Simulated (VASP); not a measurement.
Input of a VASP 6.6.1 run:

File INCAR:

```
SYSTEM = NaI
PREC = Accurate
ENCUT = 520
EDIFF = 1E-6
ISMEAR = -1
SIGMA = 0.02
LREAL = .FALSE.
LASPH = .TRUE.
NELM = 100
ALGO = Normal
ISIF = 2
LWAVE = .FALSE.
LCHARG = .FALSE.
GGA = PE
NBANDS = 14
```

Contents of KPOINTS:

```
Automatic mesh
0
G
  6 6 6
  0 0 0
```

File POSCAR:

```
NaI
1.0
    0.0000000000      3.5809730770      3.5809730770
    3.5809730770      0.0000000000      3.5809730770
    3.5809730770      3.5809730770      0.0000000000
Na I
1 1
Direct
    0.0000000000      0.0000000000      0.0000000000
    0.2500000000      0.2500000000      0.2500000000
```

Potentials or basis: VASP PAW PBE potentials, release 64 (Na_pv, I).

The run is started by

```sh
$ cat potpaw_PBE.64/Na_pv/POTCAR potpaw_PBE.64/I/POTCAR > POTCAR
$ mpirun -np 1 vasp_std > vasp.out
```

Q: What does it give for the pressure?

A: 0.0 GPa.

Q: What does it give for the band gap on the k mesh?

A: 3.77 eV, direct.

Caveat: spin-orbit coupling is left out, which moves the levels of the heavy elements.
